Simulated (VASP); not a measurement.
A run of VASP 6.6.1 is set up as follows.

The input INCAR:

```
  ALGO = Normal
  EDIFF = 1E-7
  ENCUT = 520
  GGA = CA
  ISIF = 2
  ISMEAR = 0
  LASPH = T
  LCHARG = F
  LREAL = F
  LWAVE = F
  NBANDS = 24
  NELM = 100
  PREC = Accurate
  SIGMA = 0.05
```

The input KPOINTS:

```
k-points
0
Gamma
  9 9 9
```

File POSCAR:

```
Ba2NF
1.0
    2.0108224243      1.1609488680      6.1410948888
   -2.0108224243      1.1609488680      6.1410948888
    0.0000000000     -2.3218977359      6.1410948888
Ba N F
2 1 1
Direct
    0.7576400200      0.7576400200      0.7576400200
    0.2423599800      0.2423599800      0.2423599800
    0.5000000000      0.5000000000      0.5000000000
    0.0000000000      0.0000000000      0.0000000000
```

Potentials or basis: VASP PAW LDA potentials, release 64 (Ba_sv, N, F).

The run is started by

```bash
$ cat potpaw_LDA.64/Ba_sv/POTCAR potpaw_LDA.64/N/POTCAR potpaw_LDA.64/F/POTCAR > POTCAR
$ mpirun -np 1 vasp_std > vasp.out
```

(1) What does it give for the band gap on the k mesh?

(2) What does it give for the largest force?

(3) What does it give for the pressure?

Answers

(1) 0.63 eV (least direct gap 0.66 eV).

(2) 0.717 eV/Å.

(3) 1.6 GPa.

Caveat: the cell differs from its parent crystal (strain +0.000 along x and y, -0.080 along z); spin-orbit coupling is left out, which moves the levels of the heavy elements; an odd mesh through Γ misses points on the zone boundary, where band edges can lie.
